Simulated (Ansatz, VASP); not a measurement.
**One calculation of BP, two programs**

```
B P
1.0
     1.67353   -1.74637    0.00000
     1.67353    1.74637    0.00000
     0.00000    0.00000    4.54692
B P
1 1
Direct
  0.00000 0.00000 0.50000
  0.50000 0.50000 0.50000
```

Alike in both runs: task relaxation of cell and atoms; functional PBE; k mesh 8 × 8 × 4; occupations gaussian, width 0.1 eV; no spin polarisation.

|  | VASP | Ansatz |
| --- | --- | --- |
| version | VASP 6.6.1 | Ansatz 0.2.0 |
| potentials or method | VASP PAW PBE potentials, release 64 (B_h, P), cutoff 910 eV | scalar-relativistic, plane waves, PAW |
| valence electrons in the cell | 8 | 8 |

```tsv
	VASP	Ansatz	Ansatz less VASP
gap on the k mesh at the Fermi level, each at its own relaxed structure (eV)	none	none	-
relaxed volume (Å³/atom)	13.94	13.97	+0.029
relaxed cell length with the largest relative difference (Å)	2.861	2.864	+0.0030
```

A gap of «none» marks a metal or a gap that the smearing closes.
